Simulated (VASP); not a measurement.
The system is PtS2.

```
Pt S
1.0
     3.37460    0.00000    0.00000
    -1.68730    2.92249    0.00000
     0.00000    0.00000    6.71378
Pt S
1 2
Direct
  0.00000 0.00000 0.00000
  0.33333 0.66667 0.18895
  0.66667 0.33333 0.81105
```

- Program: VASP 6.6.1
- Task: relaxation of the atoms
- Functional: PBE
- Potentials or basis: VASP PAW PBE potentials, release 64 (Pt, S)
- Cutoff: 520 eV
- k mesh: 12 × 12 × 6
- Occupations: gaussian, width 0.05 eV
- Spin: no spin polarisation

At the start: pressure 13.2 GPa; volume 22.07 Å³/atom.

Question: How do energy, volume and symmetry change on relaxing?

Answer: Over 3 steps the energy falls by 27.3 meV/atom; space group P-3m1 (No. 164, to 0.1 Å) before and after.

The path:
```tsv
step	energy change (eV)	largest force (eV/Å)	pressure (GPa)
1	0.0000	1.1224	13.16
2	-0.0759	0.2959	8.59
3	-0.0820	0.0033	6.93
```

Final structure:
```yaml
crystal:
  lattice:
    - [3.37460, 0.00000, 0.00000]
    - [-1.68730, 2.92249, 0.00000]
    - [0.00000, 0.00000, 6.71378]
  atoms:
    - { symbol: Pt, position: [0.00000, 0.00000, 0.00000] }
    - { symbol: S, position: [0.33333, 0.66667, 0.20016] }
    - { symbol: S, position: [0.66667, 0.33333, 0.79984] }
```

Caveat: this functional lacks dispersion, which binds the layers, so the pressure and a relaxed spacing across them are unreliable.
